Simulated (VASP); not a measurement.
# Zr (Im-3m) in VASP: further runs

Runs on Zr. Level: PBEsol. Tasks: single point.

All numbers are computed with VASP 6.6.1; they aren't measurements. Logs are shortened: lines on timing, memory, paths and dates and some standing lists are left out, and cuts for length are marked.

### Step 1. The cell of the first run

Symmetry: Im-3m, No. 229, cubic system. Conventional cell: a = 3.620 Å, b = 3.620 Å, c = 3.620 Å, α = 90.00°, β = 90.00°, γ = 90.00°. Zr (site symmetry m-3m) has 14 Zr at 3.14 to 3.62 Å within 4.1 Å.

### Step 2. Single point, PBEsol

INCAR reads:

```
  ALGO = Normal
  EDIFF = 1E-6
  ENCUT = 520
  GGA = PS
  ISIF = 2
  ISMEAR = -1
  LASPH = T
  LCHARG = F
  LREAL = F
  LWAVE = F
  NBANDS = 12
  NELM = 80
  PREC = Accurate
  SIGMA = 0.05
```

KPOINTS reads:

```
k-points
0
Gamma
  10 10 10
```

POSCAR reads:

```
Zr
1.0
   -1.8100000000      1.8100000000      1.8100000000
    1.8100000000     -1.8100000000      1.8100000000
    1.8100000000      1.8100000000     -1.8100000000
Zr
1
Direct
    0.0000000000      0.0000000000      0.0000000000
```

Potentials or basis: VASP PAW PBE potentials, release 64 (Zr_sv).

Started as:

```bash
cat potpaw_PBE.64/Zr_sv/POTCAR > POTCAR
mpirun -np 1 vasp_std > vasp.out
```

OUTCAR:

```text
EDIFF = 1E-6
   ENCUT = 520
   GGA = PS
   ISIF = 2
   ISMEAR = -1
   LASPH = T
   LREAL = F
   NELM = 80
   PREC = Accurate

 ion  position               nearest neighbor table
   1  0.000  0.000  0.000-

  LATTYP: Found a body centered cubic cell.
 ALAT       =     3.6200000000

  Lattice vectors:

 A1 = (  -1.8100000000,   1.8100000000,   1.8100000000)
 A2 = (   1.8100000000,  -1.8100000000,   1.8100000000)
 A3 = (   1.8100000000,   1.8100000000,  -1.8100000000)

Analysis of symmetry for initial positions (statically):
=====================================================================
 Subroutine PRICEL returns:
 Original cell was already a primitive cell.

 Routine SETGRP: Setting up the symmetry group for a
 body centered cubic supercell.

 Subroutine GETGRP returns: Found 48 space group operations
 (whereof 48 operations were pure point group operations)
 out of a pool of 48 trial point group operations.

The static configuration has the point symmetry O_h .

Analysis of symmetry for dynamics (positions and initial velocities):
=====================================================================
 Subroutine PRICEL returns:
 Original cell was already a primitive cell.

 Routine SETGRP: Setting up the symmetry group for a
 body centered cubic supercell.

 Subroutine GETGRP returns: Found 48 space group operations
 (whereof 48 operations were pure point group operations)
 out of a pool of 48 trial point group operations.

The dynamic configuration has the point symmetry O_h .

 Subroutine INISYM returns: Found 48 space group operations
 (whereof 48 operations are pure point group operations),
 and found     1 'primitive' translations

----------------------------------------------------------------------------------------

                                     Primitive cell

  volume of cell :      23.7190

  direct lattice vectors                    reciprocal lattice vectors
    -1.810000000  1.810000000  1.810000000     0.000000000  0.276243094  0.276243094
     1.810000000 -1.810000000  1.810000000     0.276243094  0.000000000  0.276243094
     1.810000000  1.810000000 -1.810000000     0.276243094  0.276243094  0.000000000

  length of vectors
     3.135011962  3.135011962  3.135011962     0.390666730  0.390666730  0.390666730

  position of ions in fractional coordinates (direct lattice)
     0.000000000  0.000000000  0.000000000

  ion indices of the primitive-cell ions
   primitive index   ion index
                 1           1

----------------------------------------------------------------------------------------

 KPOINTS: k-points

Automatic generation of k-mesh.
 Grid dimensions read from file:
 generate k-points for:   10   10   10

 Generating k-lattice:

  Cartesian coordinates                     Fractional coordinates (reciprocal lattice)
     0.000000000  0.027624309  0.027624309     0.100000000  0.000000000  0.000000000
     0.027624309  0.000000000  0.027624309     0.000000000  0.100000000  0.000000000
     0.027624309  0.027624309  0.000000000     0.000000000  0.000000000  0.100000000

  Length of vectors
     0.039066673  0.039066673  0.039066673

  Shift w.r.t. Gamma in fractional coordinates (k-lattice)
     0.000000000  0.000000000  0.000000000

 Subroutine IBZKPT returns following result:
 ===========================================

 Found     47 irreducible k-points:

 Following reciprocal coordinates:
            Coordinates               Weight
  0.000000  0.000000  0.000000      1.000000
  0.100000  0.000000  0.000000     12.000000
  0.200000  0.000000  0.000000     12.000000
  0.300000  0.000000  0.000000     12.000000
  0.400000  0.000000  0.000000     12.000000
  0.500000  0.000000  0.000000      6.000000
[... 16 lines left out ...]
  0.300000  0.300000  0.100000      8.000000
 -0.300000  0.300000  0.100000     24.000000
 [... further k-points ...]
   k-points           NKPTS =     47   k-points in BZ     NKDIM =     47   number of bands    NBANDS=     12
   number of dos      NEDOS =    301   number of ions     NIONS =      1
   total plane-waves  NPLWV =  13824
   dimension x,y,z NGX =    24 NGY =   24 NGZ =   24
   dimension x,y,z NGXF=    48 NGYF=   48 NGZF=   48
   ions per type =               1
   NGX,Y,Z   is equivalent  to a cutoff of  12.73, 12.73, 12.73 a.u.
   NGXF,Y,Z  is equivalent  to a cutoff of  25.45, 25.45, 25.45 a.u.
 SYSTEM =  unknown system
   PREC   = accura    normal or accurate (medium, high low for compatibility)
   ISTART =      0    job   : 0-new  1-cont  2-samecut
   ICHARG =      2    charge: 1-file 2-atom 10-const
   ISPIN  =      1    spin polarized calculation?
   LNONCOLLINEAR =      F non collinear calculations
   LSORBIT =      F    spin-orbit coupling
   LASPH  =      T    aspherical Exc in radial PAW
   ENCUT  =  520.0 eV  38.22 Ry    6.18 a.u.   5.83  5.83  5.83*2*pi/ulx,y,z
   NELM   =     80;   NELMIN=  2; NELMDL= -5     # of ELM steps
   EDIFF  = 0.1E-05   stopping-criterion for ELM
   LREAL  =      F    real-space projection
   EDIFFG = 0.1E-04   stopping-criterion for IOM
   NSW    =      0    number of steps for IOM
   IBRION =     -1    ionic relax: 0-MD 1-quasi-New 2-CG
   NFREE  =      0    steps in history (QN), initial steepest desc. (CG)
   ISIF   =      2    stress and relaxation
   ISYM   =      2    0-nonsym 1-usesym 2-fastsym
   POTIM  = 0.5000    time-step for ionic-motion
   TEBEG  =    0.0;   TEEND  =   0.0 temperature during run
   PSTRESS=    0.0 pullay stress
   NELECT =      12.0000    total number of electrons
   NUPDOWN=      -1.0000    fix difference up-down
   EMIN   =  10.00;   EMAX   =-10.00  energy-range for DOS
   EFERMI =   0.00;   METHOD = LEGACY
   ISMEAR =    -1;   SIGMA  =   0.05  broadening in eV -4-tet -1-fermi 0-gaus
   EFERMI_NEDOS =   21; number of points for ismear=-14 and -15
   IALGO  =     38    algorithm
   IMIX   =      4    mixing-type and parameters
     AMIX     =   0.40;   BMIX     =  1.00
     AMIX_MAG =   1.60;   BMIX_MAG =  1.00
  volume/ion in A,a.u.               =      23.72       160.06
  Fermi-wavevector in a.u.,A,eV,Ry     =   1.304478  2.465105 23.152520  1.701662
  Thomas-Fermi vector in A             =   2.435411
   LORBIT       =      0    0 simple, 1 ext, 2 COOP (PROOUT), +10 PAW based schemes
   GGA     = PS    functional components
   LHFCALC =     F    Hartree Fock is set to
   AEXX    =    0.0000 exact exchange contribution
   IVDW    =     0    specifies the selected vdW correction
   LEPSILON=     F    determine dielectric tensor
   LRPA    =     F    only Hartree local field effects (RPA)
 non-spin polarized calculation
  energy-cutoff  :      520.00
  volume of cell :       23.72
 maximum number of plane-waves:       682
   NGX = 11   NGY = 11   NGZ = 11

 number of electron      12.0000000 magnetization

 Free energy of the ion-electron system (eV)
  ---------------------------------------------------
  ext. energy  EPLUGINS =         0.00000000
  ---------------------------------------------------
  free energy    TOTEN  =        -8.98327687 eV

  energy without entropy =       -8.96709552  energy(sigma->0) =       -8.97518619

 E-fermi :   8.4211     XC(G=0): -11.1117

 val. band max:        8.3850090021   @ k =   0.2000   0.2000   0.0000
 cond. band min:       8.4648104649   @ k =   0.3000   0.2000   0.1000
 fundamental gap:      0.0798014628
 Fermi energy:         8.4210526608

 k-point     1 :       0.0000    0.0000    0.0000
  band No.  band energies     occupation
      1     -40.0457      2.00000
      2     -17.6043      2.00000
      3     -17.6043      2.00000
      4     -17.6043      2.00000
      5       3.0262      2.00000
      6       9.4879      0.00000
      7       9.4879      0.00000
      8       9.4879      0.00000
      9      11.9237      0.00000
     10      11.9237      0.00000
     11      20.7086      0.00000
     12      20.7086      0.00000

 k-point     2 :       0.1000    0.0000    0.0000
  band No.  band energies     occupation
      1     -40.0324      2.00000
      2     -17.6978      2.00000
      3     -17.6331      2.00000
      4     -17.6050      2.00000
      5       3.3557      2.00000
      6       9.2739      0.00000
      7       9.4032      0.00000
      8       9.8091      0.00000
      9      11.6290      0.00000
     10      11.9246      0.00000
     11      20.9740      0.00000
     12      21.3034      0.00000

 k-point     3 :       0.2000    0.0000    0.0000
  band No.  band energies     occupation
      1     -39.9974      2.00000
      2     -17.9362      2.00000
      3     -17.7075      2.00000
      4     -17.6066      2.00000
      5       4.2263      2.00000
      6       8.7755      0.00167
      7       9.0231      0.00001
      8      10.7379      0.00000
      9      11.4055      0.00000
     10      11.9773      0.00000
     11      21.1437      0.00000
     12      22.3401      0.00000
[... 286 lines left out ...]
 k-point    23 :       0.3000    0.3000    0.1000
  band No.  band energies     occupation
      1     -39.8932      2.00000
      2     -18.1894      2.00000
      3     -18.1894      2.00000
      4     -17.8024      2.00000
      5       7.1870      2.00000
      6       8.0654      1.99837
      7       8.0654      1.99837
      8      12.5162      0.00000
      9      12.5162      0.00000
     10      16.0776      0.00000
     11      17.9637      0.00000
     12      17.9637      0.00000

 k-point    24 :      -0.3000    0.3000    0.1000
  band No.  band energies     occupation
      1     -39.9428      2.00000
      2     -18.2064      2.00000
      3     -17.8299      2.00000
      4     -17.6769      2.00000
      5       5.4808      2.00000
      6       8.5564      0.12511
      7       8.5666      0.10314
      8      10.8381      0.00000
      9      12.0425      0.00000
     10      12.6525      0.00000
     11      20.0988      0.00000
     12      21.7465      0.00000

 [... further k-points ...]

------------------------ aborting loop because EDIFF is reached ----------------------------------------

  FORCE on cell =-STRESS in cart. coord.  units (eV):
  Direction    XX          YY          ZZ          XY          YZ          ZX
  --------------------------------------------------------------------------------------
  -------------------------------------------------------------------------------------
  Total       -1.0327591     -1.0327591     -1.0327591      0.0000000      0.0000000      0.0000000
  in kB      -69.7611906    -69.7611906    -69.7611906      0.0000000      0.0000000      0.0000000
  external PRESSURE =     -69.7611906 kB  Pullay stress =       0.0000000 kB

 VOLUME and BASIS-vectors are now :
 -----------------------------------------------------------------------------
  energy-cutoff  :      520.00
  volume of cell :       23.72
      direct lattice vectors                 reciprocal lattice vectors
    -1.810000000  1.810000000  1.810000000     0.000000000  0.276243094  0.276243094
     1.810000000 -1.810000000  1.810000000     0.276243094  0.000000000  0.276243094
     1.810000000  1.810000000 -1.810000000     0.276243094  0.276243094  0.000000000

 POSITION                                       TOTAL-FORCE (eV/Angst)
 -----------------------------------------------------------------------------------
      0.00000      0.00000      0.00000         0.000000      0.000000      0.000000
 -----------------------------------------------------------------------------------
    total drift:                                0.000000      0.000000     -0.000000

  FREE ENERGIE OF THE ION-ELECTRON SYSTEM (eV)
  ---------------------------------------------------
  free  energy   TOTEN  =        -8.9832768714 eV

  energy  without entropy=       -8.9670955152  energy(sigma->0) =       -8.97518619
```

Wall time 7 s (1 thread of Intel Xeon Platinum 8559C (Emerald Rapids), shared host); peak memory 0.13 GiB.

Results:

```
Free energy            : -8.9833 eV
Pressure               : -7.0 GPa
Band gap on the k mesh : zero (band 6 reaches 9.49 eV, above the bottom of band 7 at 7.70 eV)
```

Caveat: the PAW data sets were made with another functional, which shifts forces and pressure a little.

### Step 3. Single point, PBEsol

This run uses another cell than the first one, of 24.19 Å³/atom, 1.020 times its volume.

INCAR reads:

```
  PREC = Accurate
  ENCUT = 520
  EDIFF = 1E-7
  ISMEAR = -1
  SIGMA = 0.05
  LREAL = F
  LASPH = T
  NELM = 100
  ALGO = Fast
  ISIF = 2
  LWAVE = F
  LCHARG = T
  GGA = PS
  LELF = T
  LVHAR = T
  NBANDS = 12
```

KPOINTS reads:

```
regular mesh
0
Gamma
  10 10 10
```

POSCAR reads:

```
Zr
1.0
   -1.8219871043      1.8219871043      1.8219871043
    1.8219871043     -1.8219871043      1.8219871043
    1.8219871043      1.8219871043     -1.8219871043
Zr
1
Direct
    0.0000000000      0.0000000000      0.0000000000
```

Potentials or basis: VASP PAW PBE potentials, release 64 (Zr_sv).

Started as:

```bash
cat potpaw_PBE.64/Zr_sv/POTCAR > POTCAR
mpirun -np 1 vasp_std > vasp.out
```

Wall time 12 s (1 thread of Intel Xeon Platinum 8559C (Emerald Rapids), shared host); peak memory 0.13 GiB.

The run converged. Its results:

```yaml
Free_energy: -8.9609 eV
Pressure: -8.3 GPa
Band_gap_on_the_k_mesh: zero (band 6 reaches 9.26 eV, above the bottom of band 7 at 7.47 eV)
```

Levels at points of the mesh, in eV from the Fermi level:
```csv
k point,band 4,band 5,band 6,band 7,band 8,band 9
"(0.00, 0.00, 0.00)",-26.09,-5.36,1.06,1.06,1.06,3.44
"(0.50, 0.00, 0.00)",-26.10,-2.72,-0.65,1.41,3.41,4.05
"(0.50, 0.50, 0.50)",-26.69,-2.42,-2.42,5.38,5.38,5.38
```

Caveat: the PAW data sets were made with another functional, which shifts forces and pressure a little.

### Step 4. Single point, PBEsol

This run uses another cell than the first one, of 24.67 Å³/atom, 1.040 times its volume.

INCAR reads:

```
SYSTEM = Zr
PREC     = Accurate       ! precision mode
ENCUT    = 520            ! plane-wave cutoff, eV
EDIFF    = 1E-6           ! SCF threshold, eV
ISMEAR   = -1             ! smearing method
SIGMA    = 0.05           ! smearing width, eV
LREAL    = .FALSE.        ! projectors in reciprocal space
LASPH    = .TRUE.         ! aspherical terms in the spheres
NELM     = 100            ! most SCF steps
ALGO     = Normal         ! electronic algorithm
ISIF     = 2              ! what is computed and relaxed
LWAVE    = .FALSE.        ! write WAVECAR
LCHARG   = .FALSE.        ! write CHGCAR
GGA      = PS             ! functional
NBANDS   = 12             ! bands
```

KPOINTS reads:

```
Automatic mesh
0
G
  10 10 10
  0 0 0
```

POSCAR reads:

```
Zr
1.0
   -1.8338185209      1.8338185209      1.8338185209
    1.8338185209     -1.8338185209      1.8338185209
    1.8338185209      1.8338185209     -1.8338185209
Zr
1
Direct
    0.0000000000      0.0000000000      0.0000000000
```

Potentials or basis: VASP PAW PBE potentials, release 64 (Zr_sv).

Started as:

```bash
cat potpaw_PBE.64/Zr_sv/POTCAR > POTCAR
mpirun -np 1 vasp_std > vasp.out
```

OUTCAR:

```text
SYSTEM = Zr
   PREC = Accurate
   ENCUT = 520
   EDIFF = 1E-6
   ISMEAR = -1
   LREAL = .FALSE.
   LASPH = .TRUE.
   NELM = 100
   ISIF = 2
   GGA = PS

 ion  position               nearest neighbor table
   1  0.000  0.000  0.000-

  LATTYP: Found a body centered cubic cell.
 ALAT       =     3.6676370418

  Lattice vectors:

 A1 = (  -1.8338185209,   1.8338185209,   1.8338185209)
 A2 = (   1.8338185209,  -1.8338185209,   1.8338185209)
 A3 = (   1.8338185209,   1.8338185209,  -1.8338185209)

Analysis of symmetry for initial positions (statically):
=====================================================================
 Subroutine PRICEL returns:
 Original cell was already a primitive cell.

 Routine SETGRP: Setting up the symmetry group for a
 body centered cubic supercell.

 Subroutine GETGRP returns: Found 48 space group operations
 (whereof 48 operations were pure point group operations)
 out of a pool of 48 trial point group operations.

The static configuration has the point symmetry O_h .

Analysis of symmetry for dynamics (positions and initial velocities):
[... 158 lines left out ...]
 val. band max:        7.9787046768   @ k =   0.2000   0.2000   0.0000
 cond. band min:       7.9996329939   @ k =   0.3000   0.2000   0.1000
 fundamental gap:      0.0209283171
 Fermi energy:         7.9966726070

 k-point     1 :       0.0000    0.0000    0.0000
  band No.  band energies     occupation
      1     -40.5545      2.00000
      2     -18.1611      2.00000
      3     -18.1611      2.00000
      4     -18.1611      2.00000
      5       2.6809      2.00000
      6       9.0452      0.00000
      7       9.0452      0.00000
      8       9.0452      0.00000
      9      11.3774      0.00000
     10      11.3774      0.00000
     11      20.1614      0.00000
     12      20.1614      0.00000
[... 331 lines left out ...]
 k-point    24 :      -0.3000    0.3000    0.1000
  band No.  band energies     occupation
      1     -40.4672      2.00000
      2     -18.6900      2.00000
      3     -18.3608      2.00000
      4     -18.2245      2.00000
      5       5.0805      2.00000
      6       8.1548      0.08119
      7       8.1614      0.07157
      8      10.3416      0.00000
      9      11.4752      0.00000
     10      12.0497      0.00000
     11      19.3925      0.00000
     12      20.9108      0.00000

 [... further k-points ...]
[... 5 lines left out ...]
  --------------------------------------------------------------------------------------
  -------------------------------------------------------------------------------------
  Total       -1.4560247     -1.4560247     -1.4560247      0.0000000     -0.0000000      0.0000000
  in kB      -94.5693237    -94.5693237    -94.5693237      0.0000000     -0.0000000      0.0000000
  external PRESSURE =     -94.5693237 kB  Pullay stress =       0.0000000 kB

 VOLUME and BASIS-vectors are now :
 -----------------------------------------------------------------------------
  energy-cutoff  :      520.00
  volume of cell :       24.67
      direct lattice vectors                 reciprocal lattice vectors
    -1.833818521  1.833818521  1.833818521     0.000000000  0.272655115  0.272655115
     1.833818521 -1.833818521  1.833818521     0.272655115  0.000000000  0.272655115
     1.833818521  1.833818521 -1.833818521     0.272655115  0.272655115  0.000000000

 POSITION                                       TOTAL-FORCE (eV/Angst)
 -----------------------------------------------------------------------------------
      0.00000      0.00000      0.00000        -0.000000     -0.000000     -0.000000
 -----------------------------------------------------------------------------------
    total drift:                                0.000000      0.000000     -0.000000

  FREE ENERGIE OF THE ION-ELECTRON SYSTEM (eV)
  ---------------------------------------------------
  free  energy   TOTEN  =        -8.9348257542 eV

  energy  without entropy=       -8.9183796112  energy(sigma->0) =       -8.92660268
```

It took 7.1 s on 1 thread of Intel Xeon Platinum 8559C (Emerald Rapids), shared host; peak memory 0.13 GiB.

What came out:

- Free energy: -8.9348 eV
- Pressure: -9.5 GPa
- Band gap on the k mesh: zero (band 6 reaches 9.05 eV, above the bottom of band 7 at 7.28 eV)

Levels at points of the mesh, in eV from the Fermi level:
| k point | band 2 | band 3 | band 4 | band 5 | band 6 | band 7 | band 8 | band 9 | band 10 | band 11 |
| --- | --- | --- | --- | --- | --- | --- | --- | --- | --- | --- |
| (0.00, 0.00, 0.00) | -26.16 | -26.16 | -26.16 | -5.32 | 1.05 | 1.05 | 1.05 | 3.38 | 3.38 | 12.16 |
| (0.50, 0.00, 0.00) | -26.97 | -26.42 | -26.16 | -2.67 | -0.61 | 1.35 | 3.34 | 3.97 | 5.87 | 9.48 |
| (0.50, 0.50, 0.50) | -26.72 | -26.72 | -26.72 | -2.34 | -2.34 | 5.26 | 5.26 | 5.26 | 6.93 | 6.93 |

Caveat: the PAW data sets were made with another functional, which shifts forces and pressure a little.

### Step 5. Overview

| cell | gap on the mesh (eV) | pressure (GPa) |
| --- | --- | --- |
| a = 3.135 Å, angles 109.5°, 1 atom | none | -7.0 |
| a = 3.156 Å, angles 109.5°, 1 atom | none | -8.3 |
| a = 3.176 Å, angles 109.5°, 1 atom | none | -9.5 |

Alike in all rows: task single point; level PBEsol; potentials or basis VASP PAW PBE potentials, release 64 (Zr_sv); no spin polarisation; k mesh 10 × 10 × 10; cutoff (eV) 520; smearing fermi-dirac 0.05 eV.

Caveats: the PAW data sets were made with another functional, which shifts forces and pressure a little.

Absolute energies hang on the potentials; compare differences alone.
